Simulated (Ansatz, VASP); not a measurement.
# One calculation of SnAs3, two programs

```
Sn As
1.0
     4.41329    0.00000    0.00000
     0.00000    4.41329    0.00000
     0.00000    0.00000    4.41329
Sn As
1 3
Direct
  0.00000 0.00000 0.00000
  0.00000 0.50000 0.50000
  0.50000 0.00000 0.50000
  0.50000 0.50000 0.00000
```

Alike in both runs: functional PBE; k mesh 10 × 10 × 10; occupations gaussian, width 0.1 eV; no spin polarisation.

Ansatz relaxed the structure, and its values are those at the end. VASP's run is a single point on that final structure, the one shown.

|  | VASP | Ansatz |
| --- | --- | --- |
| version | VASP 6.6.1 | Ansatz 0.2.0 |
| potentials or method | VASP PAW PBE potentials, release 64 (Sn_d, As), cutoff 520 eV | scalar-relativistic, plane waves, PAW |
| valence electrons in the cell | 29 | 59 |

```tsv
	VASP	Ansatz	Ansatz less VASP
gap on the k mesh at the Fermi level (eV)	none	none	-
pressure (GPa)	0.0	0.0	-0.05
```

A gap of «none» marks a metal or a gap that the smearing closes. With one functional, cell and mesh, what is left measures potentials, basis and numerics. VASP's potentials hold 29 valence electrons a cell and Ansatz's 59, so a difference there can come from the potentials and not from the codes.
